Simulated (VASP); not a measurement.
A run of VASP 6.6.1 is set up as follows.

The input POSCAR:

```
Sn
1.0
    0.0000000000      3.3157203035      3.3157203035
    3.3157203035      0.0000000000      3.3157203035
    3.3157203035      3.3157203035      0.0000000000
Sn
2
Direct
    0.0000000000      0.0000000000      0.0000000000
    0.2500000000      0.2500000000      0.2500000000
```

The input INCAR.step1:

```
  ALGO = Normal
  EDIFF = 1E-4
  ENCUT = 520
  GGA = PE
  ISMEAR = 0
  LASPH = True
  LCHARG = False
  LREAL = False
  LWAVE = True
  NBANDS = 21
  NELM = 100
  PREC = Accurate
  SIGMA = 0.1
```

Contents of INCAR.step2:

```
  ALGO = Normal
  EDIFF = 1E-6
  ENCUT = 520
  ISIF = 2
  ISMEAR = 0
  ISTART = 1
  LASPH = True
  LCHARG = True
  LELF = True
  LMIXTAU = True
  LREAL = False
  LVHAR = True
  LWAVE = False
  METAGGA = R2SCAN
  NBANDS = 21
  NELM = 100
  PREC = Accurate
  SIGMA = 0.1
```

Contents of KPOINTS:

```
k-points
0
Gamma
  12 12 12
```

Potentials or basis: VASP PAW PBE potentials, release 64 (Sn_d).

The run is started by

```console
$ cat potpaw_PBE.64/Sn_d/POTCAR > POTCAR
$ cp INCAR.step1 INCAR
$ mpirun -np 1 vasp_std > vasp.out
$ cp INCAR.step2 INCAR
$ mpirun -np 1 vasp_std > vasp.out
```

(1) Predict the band gap on the k mesh.

(2) What does it give for the pressure?

Results:

(1) zero (filled and empty bands touch).

(2) -1.2 GPa.

Caveat: the PAW data sets were made with another functional, which shifts forces and pressure a little; spin-orbit coupling is left out, which moves the levels of the heavy elements.
